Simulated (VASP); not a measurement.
# Ta4NiO11 (Cmmm) in VASP: reference runs

Reference runs on Ta4NiO11: the cell as given, then over a range of volumes.

Everything below comes from runs of VASP 6.6.1. Logs are shortened: lines on timing, memory, paths and dates and some standing lists are left out, and cuts for length are marked.

### Step 1. The cell of the first run

The structure is orthorhombic, space group Cmmm (No. 65). The conventional cell has a = 3.910 Å, b = 29.659 Å, c = 3.886 Å, α = 90.00°, β = 90.00°, γ = 90.00°. Ta (site symmetry m2m) has 6 O at 1.91 to 2.21 Å within 2.5 Å. Within 2.5 Å of Ta (site symmetry m2m) lie 6 O at 1.91 to 2.24 Å. Within 2.5 Å of Ni (site symmetry mmm) lie 4 O at 1.88 to 1.95 Å. O (site symmetry m2m) has 2 Ta at 1.91 Å within 2.5 Å. O (site symmetry m2m) has 3 Ta at 2.02 to 2.21 Å and 6 O at 2.60 to 2.79 Å within 2.8 Å. Within 2.5 Å of O (site symmetry m2m) lie 1 Ni at 1.88 Å and 2 Ta at 1.99 Å. Within 2.6 Å of O (site symmetry mmm) lie 2 Ni at 1.95 Å and 2 Ta at 2.24 Å. Within 2.6 Å of O (site symmetry m2m) lie 2 Ta at 1.95 Å.

### Step 2. Single point, PBE, collinear spin, ferromagnetic start

File INCAR:

```
PREC = Accurate
ENCUT = 520
EDIFF = 1E-7
ISMEAR = -1
SIGMA = 0.05
LREAL = F
LASPH = T
NELM = 100
ALGO = Normal
ISIF = 2
LWAVE = F
LCHARG = F
ISPIN = 2
MAGMOM = 0 0 0 0 1 0 0 0 0 0 0 0 0 0 0 0
LORBIT = 11
LMAXMIX = 4
GGA = PE
NBANDS = 78
KPAR = 4
```

File KPOINTS:

```
Automatic mesh
0
Gamma
  7 7 7
```

File POSCAR:

```
Ta4NiO11
1.0
    1.9549500000    -14.8297300000      0.0000000000
    1.9549500000     14.8297300000      0.0000000000
    0.0000000000      0.0000000000      3.8859000000
Ta Ni O
4 1 11
Direct
    0.2043700000      0.7956300000      0.0000000000
    0.9245100000      0.0754900000      0.0000000000
    0.0754900000      0.9245100000      0.0000000000
    0.7956300000      0.2043700000      0.0000000000
    0.5000000000      0.5000000000      0.0000000000
    0.1398700000      0.8601300000      0.0000000000
    0.7210700000      0.2789300000      0.0000000000
    0.4364500000      0.5635500000      0.0000000000
    0.5635500000      0.4364500000      0.0000000000
    0.0000000000      0.0000000000      0.0000000000
    0.8601300000      0.1398700000      0.0000000000
    0.2789300000      0.7210700000      0.0000000000
    0.9279000000      0.0721000000      0.5000000000
    0.0721000000      0.9279000000      0.5000000000
    0.7943600000      0.2056400000      0.5000000000
    0.2056400000      0.7943600000      0.5000000000
```

Potentials or basis: VASP PAW PBE potentials, release 64 (Ta_pv, Ni, O).

The run is started by

```sh
cat potpaw_PBE.64/Ta_pv/POTCAR potpaw_PBE.64/Ni/POTCAR potpaw_PBE.64/O/POTCAR > POTCAR
mpirun -np 4 vasp_std > vasp.out
```

OUTCAR:

```text
PREC = Accurate
   ENCUT = 520
   EDIFF = 1E-7
   ISMEAR = -1
   LREAL = F
   LASPH = T
   NELM = 100
   ISIF = 2
   ISPIN = 2
   LORBIT = 11
   GGA = PE

 ion  position               nearest neighbor table
   1  0.204  0.796  0.000-   6 1.91  16 1.94  16 1.94   7 2.02   7 2.02  12 2.21   4 3.34   4 3.34

   2  0.925  0.075  0.000-  11 1.91  13 1.95  13 1.95   8 1.99   8 1.99  10 2.24   5 2.97   5 2.97

   3  0.075  0.925  0.000-   6 1.91  14 1.95  14 1.95   9 1.99   9 1.99  10 2.24   5 2.97   5 2.97
[... 5 lines left out ...]
   6  0.140  0.860  0.000-   3 1.91   1 1.91
   7  0.721  0.279  0.000-   1 2.02   1 2.02   4 2.21
   8  0.436  0.564  0.000-   5 1.88   2 1.99   2 1.99
   9  0.564  0.436  0.000-   5 1.88   3 1.99   3 1.99
  10  0.000  0.000  0.000-   5 1.95   5 1.95   2 2.24   3 2.24
  11  0.860  0.140  0.000-   2 1.91   4 1.91
  12  0.279  0.721  0.000-   4 2.02   4 2.02   1 2.21
  13  0.928  0.072  0.500-   2 1.95   2 1.95
  14  0.072  0.928  0.500-   3 1.95   3 1.95
  15  0.794  0.206  0.500-   4 1.94   4 1.94
  16  0.206  0.794  0.500-   1 1.94   1 1.94

  LATTYP: Found a base centered orthorhombic cell.
 ALAT       =     3.9099000000
 B/A-ratio  =     7.5857336505
 C/A-ratio  =     0.9938617356

  Lattice vectors:

 A1 = (   1.9549500000, -14.8297300000,   0.0000000000)
 A2 = (   1.9549500000,  14.8297300000,   0.0000000000)
 A3 = (   0.0000000000,   0.0000000000,   3.8859000000)

Analysis of symmetry for initial positions (statically):
=====================================================================
 Subroutine PRICEL returns:
 Original cell was already a primitive cell.

 Routine SETGRP: Setting up the symmetry group for a
 base centered orthorhombic supercell.

 Subroutine GETGRP returns: Found  8 space group operations
 (whereof  8 operations were pure point group operations)
 out of a pool of  8 trial point group operations.

The static configuration has the point symmetry D_2h.

Analysis of symmetry for dynamics (positions and initial velocities):
=====================================================================
 Subroutine PRICEL returns:
 Original cell was already a primitive cell.

 Routine SETGRP: Setting up the symmetry group for a
 base centered orthorhombic supercell.

 Subroutine GETGRP returns: Found  8 space group operations
 (whereof  8 operations were pure point group operations)
 out of a pool of  8 trial point group operations.

[... 182 lines left out ...]

 Free energy of the ion-electron system (eV)
  ---------------------------------------------------
  ext. energy  EPLUGINS =         0.00000000
  ---------------------------------------------------
  free energy    TOTEN  =      -147.91287797 eV

  energy without entropy =     -147.89968789  energy(sigma->0) =     -147.90628293

 E-fermi :   2.0208     XC(G=0):  -9.7890

 val. band max:        2.0195330020   @ k =   0.1429   0.1429   0.2857
 cond. band min:       2.3098751555   @ k =   0.2857   0.1429   0.0000
 fundamental gap:      0.2903421534
 Fermi energy:         2.0207509848

 spin component 1

 k-point     1 :       0.0000    0.0000    0.0000
  band No.  band energies     occupation
      1     -33.7512      1.00000
      2     -33.6200      1.00000
      3     -33.6103      1.00000
      4     -33.5676      1.00000
      5     -33.5501      1.00000
      6     -33.5382      1.00000
[... 1789 lines left out ...]
     71       5.6594      0.00000
     72       5.6949      0.00000

 [... further k-points ...]

 spin component 2

 k-point     1 :       0.0000    0.0000    0.0000
  band No.  band energies     occupation
      1     -33.7511      1.00000
      2     -33.6195      1.00000
      3     -33.6103      1.00000
      4     -33.5665      1.00000
      5     -33.5501      1.00000
      6     -33.5372      1.00000
[... 1789 lines left out ...]
     71       5.6559      0.00000
     72       5.6903      0.00000

 [... further k-points ...]

 [bands above 72 left out]

------------------------ aborting loop because EDIFF is reached ----------------------------------------

  FORCE on cell =-STRESS in cart. coord.  units (eV):
  Direction    XX          YY          ZZ          XY          YZ          ZX
  --------------------------------------------------------------------------------------
  -------------------------------------------------------------------------------------
  Total        0.9023635      1.1619738      1.2056135     -0.0000000      0.0000000      0.0000000
  in kB        6.4165504      8.2625939      8.5729081     -0.0000000      0.0000000      0.0000000
  external PRESSURE =       7.7506841 kB  Pullay stress =       0.0000000 kB

 VOLUME and BASIS-vectors are now :
 -----------------------------------------------------------------------------
  energy-cutoff  :      520.00
  volume of cell :      225.32
      direct lattice vectors                 reciprocal lattice vectors
     1.954950000-14.829730000  0.000000000     0.255761017 -0.033716056  0.000000000
     1.954950000 14.829730000  0.000000000     0.255761017  0.033716056  0.000000000
     0.000000000  0.000000000  3.885900000     0.000000000  0.000000000  0.257340642

 POSITION                                       TOTAL-FORCE (eV/Angst)
 -----------------------------------------------------------------------------------
      1.95495      8.76823      0.00000         0.000000     -0.041666      0.000000
      1.95495    -12.59074      0.00000         0.000000     -0.046545      0.000000
      1.95495     12.59074      0.00000         0.000000      0.046545     -0.000000
      1.95495     -8.76823      0.00000         0.000000      0.041666      0.000000
      1.95495      0.00000      0.00000         0.000000     -0.000000      0.000000
      1.95495     10.68126      0.00000         0.000000     -0.010152      0.000000
[... 8 lines left out ...]
      1.95495     -8.73056      1.94295         0.000000      0.001195      0.000000
      1.95495      8.73056      1.94295         0.000000     -0.001195     -0.000000
 -----------------------------------------------------------------------------------
    total drift:                               -0.000000      0.000000      0.000000

  FREE ENERGIE OF THE ION-ELECTRON SYSTEM (eV)
  ---------------------------------------------------
  free  energy   TOTEN  =      -147.9128779709 eV

  energy  without entropy=     -147.8996878922  energy(sigma->0) =     -147.90628293

 total charge

# of ion       s       p       d       tot
------------------------------------------
    1        0.344   6.338   2.062   8.744
    2        0.350   6.348   2.076   8.774
    3        0.350   6.348   2.076   8.774
    4        0.344   6.338   2.062   8.744
    5        0.393   0.473   8.337   9.204
    6        1.569   3.528   0.000   5.097
[... 8 lines left out ...]
   15        1.571   3.513   0.000   5.084
   16        1.571   3.513   0.000   5.084
--------------------------------------------------
tot         19.002  64.551  16.613 100.166

 magnetization (x)

# of ion       s       p       d       tot
------------------------------------------
    1        0.000   0.000   0.000   0.000
    2        0.000   0.000   0.003   0.003
    3        0.000   0.000   0.003   0.003
    4        0.000   0.000   0.000   0.000
    5       -0.014  -0.004  -0.697  -0.715
    6        0.000   0.000   0.000   0.000
[... 8 lines left out ...]
   15       -0.000  -0.000   0.000  -0.000
   16       -0.000  -0.000   0.000  -0.000
--------------------------------------------------
tot         -0.026  -0.105  -0.692  -0.823
```

OSZICAR:

```text
N       E                     dE             d eps       ncg     rms          rms(c)
DAV:   1     0.127158481715E+04    0.12716E+04   -0.62441E+04 19968   0.156E+03
[... 29 lines left out ...]
DAV:  31    -0.147912882757E+03    0.62912E-05   -0.81856E-06 28360   0.259E-02    0.178E-02
DAV:  32    -0.147912882358E+03    0.39900E-06   -0.38631E-06 26776   0.174E-02    0.192E-02
DAV:  33    -0.147912879723E+03    0.26351E-05   -0.31988E-06 27222   0.123E-02    0.981E-03
DAV:  34    -0.147912878714E+03    0.10094E-05   -0.15055E-06 26658   0.777E-03    0.569E-03
DAV:  35    -0.147912878224E+03    0.49002E-06   -0.30911E-07 17928   0.626E-03    0.317E-03
DAV:  36    -0.147912878048E+03    0.17591E-06   -0.41863E-07 21576   0.485E-03    0.136E-03
DAV:  37    -0.147912877971E+03    0.77143E-07   -0.12330E-07 16024   0.432E-03
   1 F= -.14791288E+03 E0= -.14790628E+03  d E =-.131901E-01  mag=    -0.8533
```

Wall time 82 min (4 MPI ranks of Intel Xeon Platinum 8488C (Sapphire Rapids), shared host); peak memory 2.1 GiB.

Results:

```
Free energy                                           : -147.9129 eV
Pressure                                              : 0.8 GPa
Largest force                                         : 0.081 eV/Å
Net moment                                            : -0.85 μB per cell
Site moments                                          : Ta +0.00; Ni -0.71; O +0.00, -0.01, -0.09, -0.00 (each value once) μB
Valence electrons inside the program's atomic spheres : Ta 8.74, 8.77 (each value once); Ni 9.20; O 5.10, 5.11, 5.00, 5.08 (each value once)
```

Forces on the atoms (eV/Å):
```
Ta   0.000 -0.042  0.000
Ta   0.000 -0.047  0.000
Ta   0.000  0.047  0.000
Ta   0.000  0.042  0.000
Ni   0.000  0.000  0.000
O    0.000 -0.010  0.000
O    0.000  0.000  0.000
O    0.000  0.081  0.000
O    0.000 -0.081  0.000
O    0.000  0.000  0.000
O    0.000  0.010  0.000
O    0.000  0.000  0.000
O    0.000 -0.010  0.000
O    0.000  0.010  0.000
O    0.000  0.001  0.000
O    0.000 -0.001  0.000
```

Caveat: spin-orbit coupling is left out, which moves the levels of the heavy elements; a cell with one magnetic atom can't hold antiferromagnetic order, which such compounds often take; semilocal functionals often make such compounds metallic where correlation or magnetic order opens a gap, which also shifts bond lengths.

### Step 3. Equation of state, PBE, collinear spin, ferromagnetic start, 13.24 Å³/atom (13.24 Å³/atom)

INCAR is that of step 2.

KPOINTS is that of step 2.

Changes to POSCAR since step 2:

```diff
@@ -2,5 +2,5 @@
 1.0
-    1.9549500000    -14.8297300000      0.0000000000
-    1.9549500000     14.8297300000      0.0000000000
-    0.0000000000      0.0000000000      3.8859000000
+    1.9150418632    -14.5269975040      0.0000000000
+    1.9150418632     14.5269975040      0.0000000000
+    0.0000000000      0.0000000000      3.8065736599
 Ta Ni O
```

Potentials or basis: VASP PAW PBE potentials, release 64 (Ta_pv, Ni, O).

The run is started by

```sh
cat potpaw_PBE.64/Ta_pv/POTCAR potpaw_PBE.64/Ni/POTCAR potpaw_PBE.64/O/POTCAR > POTCAR
mpirun -np 4 vasp_std > vasp.out
```

OUTCAR:

```text
PREC = Accurate
   ENCUT = 520
   EDIFF = 1E-7
   ISMEAR = -1
   LREAL = F
   LASPH = T
   NELM = 100
   ISIF = 2
   ISPIN = 2
   LORBIT = 11
   GGA = PE

 Found     64 irreducible k-points:

 Following reciprocal coordinates:
            Coordinates               Weight
  0.000000  0.000000  0.000000      1.000000
  0.142857  0.000000  0.000000      4.000000
  0.285714  0.000000  0.000000      4.000000
  0.428571  0.000000  0.000000      4.000000
  0.142857  0.142857  0.000000      2.000000
  0.285714  0.142857  0.000000      4.000000
   k-points           NKPTS =     64   k-points in BZ     NKDIM =     64   number of bands    NBANDS=     78
   number of dos      NEDOS =    301   number of ions     NIONS =     16
   total plane-waves  NPLWV = 351232
   dimension x,y,z NGX =   112 NGY =  112 NGZ =   28
   dimension x,y,z NGXF=   224 NGYF=  224 NGZF=   56
   ions per type =               4   1  11
[... 985 lines left out ...]
  Total       19.0123456     19.6080337     22.6480723      0.0000000      0.0000000      0.0000000
  in kB      143.8228579    148.3290650    171.3260718      0.0000000      0.0000000      0.0000000
  external PRESSURE =     154.4926649 kB  Pullay stress =       0.0000000 kB

 VOLUME and BASIS-vectors are now :
 -----------------------------------------------------------------------------
  energy-cutoff  :      520.00
  volume of cell :      211.80
      direct lattice vectors                 reciprocal lattice vectors
     1.915041863-14.526997504  0.000000000     0.261090898 -0.034418675  0.000000000
     1.915041863 14.526997504  0.000000000     0.261090898  0.034418675  0.000000000
     0.000000000  0.000000000  3.806573660     0.000000000  0.000000000  0.262703441

 POSITION                                       TOTAL-FORCE (eV/Angst)
 -----------------------------------------------------------------------------------
      1.91504      8.58923      0.00000         0.000000     -0.235036     -0.000000
      1.91504    -12.33371      0.00000         0.000000     -0.365827     -0.000000
      1.91504     12.33371      0.00000         0.000000      0.365827      0.000000
      1.91504     -8.58923      0.00000         0.000000      0.235036     -0.000000
      1.91504      0.00000      0.00000         0.000000     -0.000000     -0.000000
      1.91504     10.46322      0.00000         0.000000     -0.032398     -0.000000
[... 8 lines left out ...]
      1.91504     -8.55233      1.90329         0.000000      0.061539     -0.000000
      1.91504      8.55233      1.90329         0.000000     -0.061539      0.000000
 -----------------------------------------------------------------------------------
    total drift:                               -0.000000      0.000000      0.000000

  FREE ENERGIE OF THE ION-ELECTRON SYSTEM (eV)
  ---------------------------------------------------
  free  energy   TOTEN  =      -147.1987490477 eV

  energy  without entropy=     -147.1740632466  energy(sigma->0) =     -147.18640615

 total charge

# of ion       s       p       d       tot
------------------------------------------
    1        0.368   6.389   2.165   8.922
    2        0.375   6.401   2.182   8.957
    3        0.375   6.401   2.182   8.957
    4        0.368   6.389   2.165   8.922
    5        0.419   0.527   8.403   9.349
    6        1.574   3.566   0.000   5.141
[... 8 lines left out ...]
   15        1.577   3.551   0.000   5.128
   16        1.577   3.551   0.000   5.128
--------------------------------------------------
tot         19.173  65.236  17.096 101.505

 magnetization (x)

# of ion       s       p       d       tot
------------------------------------------
    1        0.000   0.000   0.000   0.000
    2       -0.000   0.000   0.000   0.000
    3       -0.000   0.000   0.000   0.000
    4        0.000   0.000   0.000   0.000
    5        0.000  -0.000   0.000   0.000
    6       -0.000   0.000   0.000   0.000
[... 8 lines left out ...]
   15       -0.000   0.000   0.000  -0.000
   16       -0.000   0.000   0.000  -0.000
--------------------------------------------------
tot          0.000  -0.000   0.000   0.000
```

Run time: 67 min. Hardware: 4 MPI ranks of Intel Xeon Platinum 8488C (Sapphire Rapids), shared host; peak memory 2 GiB.

What came out:

| Item | Value |
| --- | --- |
| Free energy | -147.1987 eV |
| Pressure | 15.4 GPa |
| Largest force | 0.366 eV/Å |
| Band gap on the k mesh | zero (filled and empty bands overlap) |
| Net moment | 0.00 μB per cell |
| Valence electrons inside the program's atomic spheres | Ta 8.92, 8.96 (each value once); Ni 9.35; O 5.14, 5.15, 5.03, 5.13 (each value once) |

Caveat: the cell stands under pressure; spin-orbit coupling is left out, which moves the levels of the heavy elements; semilocal functionals often make such compounds metallic where correlation or magnetic order opens a gap, which also shifts bond lengths.
